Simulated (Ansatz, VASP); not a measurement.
**One calculation of Cd, two programs**

```xyz
1
Lattice="2.9406 0.0000 0.0000 0.0000 2.9406 0.0000 0.0000 0.0000 2.9406" Properties=species:S:1:pos:R:3 pbc="T T T"
Cd    0.0000    0.0000    0.0000
```

Alike in both runs: task single point; functional r2SCAN; k mesh 12 × 12 × 12; occupations fermi-dirac, width 0.1 eV; no spin polarisation.

|  | VASP | Ansatz |
| --- | --- | --- |
| version | VASP 6.6.1 | Ansatz 0.2.0 |
| potentials or method | VASP PAW PBE potentials, release 64 (Cd), cutoff 550 eV | plane waves (500 eV) with PAW, scalar-relativistic |
| valence electrons in the cell | 12 | 20 |

```tsv
	VASP	Ansatz	Ansatz less VASP
pressure (GPa)	0.4	0.2	-0.24
```

VASP's potentials were made for PBE, not for r2SCAN. VASP's potentials hold 12 valence electrons a cell and Ansatz's 20, so a difference there can come from the potentials and not from the codes.
